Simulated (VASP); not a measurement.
Ni: single point with LDA

Crystal: Ni.

```
Ni
1.0
     0.00000    1.70210    1.70210
     1.70210    0.00000    1.70210
     1.70210    1.70210    0.00000
Ni
1
Direct
  0.00000 0.00000 0.00000
```

* Program: VASP 6.6.1
* Task: single point
* Functional: LDA
* Potentials or basis: VASP PAW LDA potentials, release 64 (Ni)
* Cutoff: 520 eV
* k mesh: 13 × 13 × 13
* Occupations: fermi-dirac, width 0.05 eV
* Spin: collinear spin, ferromagnetic start
* Starting moments: [1.0] μB
* Dipole correction: no
* Further INCAR settings: ALGO = Normal; EDIFF = 1e-06; NBANDS = 15

```yaml
Pressure: 4.5 GPa
Net_moment: 0.61 μB per cell
Site_moments: Ni +0.61 μB
Valence_electrons_inside_the_program's_atomic_spheres: Ni 9.51
```

Levels at points of the mesh, in eV from the Fermi level:
Spin up:
| k point | band 1 | band 2 | band 3 | band 4 | band 5 | band 6 | band 7 | band 8 | band 9 | band 10 |
| --- | --- | --- | --- | --- | --- | --- | --- | --- | --- | --- |
| (0.00, 0.00, 0.00) | -9.69 | -2.62 | -2.62 | -2.62 | -1.30 | -1.30 | 24.60 | 29.14 | 29.14 | 29.14 |
Spin down:
```csv
k point,band 2,band 3,band 4,band 5,band 6,band 7,band 8,band 9
"(0.00, 0.00, 0.00)",-2.00,-2.00,-2.00,-0.72,-0.72,24.60,29.20,29.20
```

It took 40 s on 1 thread of AMD EPYC 7R13 (shared host), peak memory 0.1 GiB.
